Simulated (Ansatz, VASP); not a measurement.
One calculation of BN, two programs

```
B N
1.0
    -0.13593    1.74896    1.81239
     1.81239   -0.13593    1.81239
     1.67646    1.61303    0.00000
B N
1 1
Cartesian
  0.0000 0.0000 0.0000
  2.5147 2.4195 2.7186
```

Change from the starting cell: engineering shear strain xz -0.1500, normal strain along z -0.0350.

Alike in both runs: task single point; functional PBE; k mesh 12 × 12 × 12; occupations gaussian, width 0.05 eV; no spin polarisation.

|  | VASP | Ansatz |
| --- | --- | --- |
| version | VASP 6.6.1 | Ansatz 0.2.0 |
| potentials or method | VASP PAW PBE potentials, release 64 (B, N), cutoff 520 eV | scalar-relativistic, plane waves, PAW |
| valence electrons in the cell | 8 | 8 |

|  | VASP | Ansatz | Ansatz less VASP |
| --- | --- | --- | --- |
| gap on the k mesh at the Fermi level (eV) | 3.02 | 3.04 | +0.011 |
| least direct gap on the mesh (eV) | 6.19 | 6.18 | -0.002 |
| pressure (GPa) | 26.1 | 25.7 | -0.32 |
| traceless stress, the component that is largest in VASP (GPa) | 77.86 | 77.43 | -0.423 |
| rms of the force components (eV/Å) | 0.312 | 0.299 | -0.0131 |

Atom by atom the forces differ by 0.013 eV/Å (rms over components).
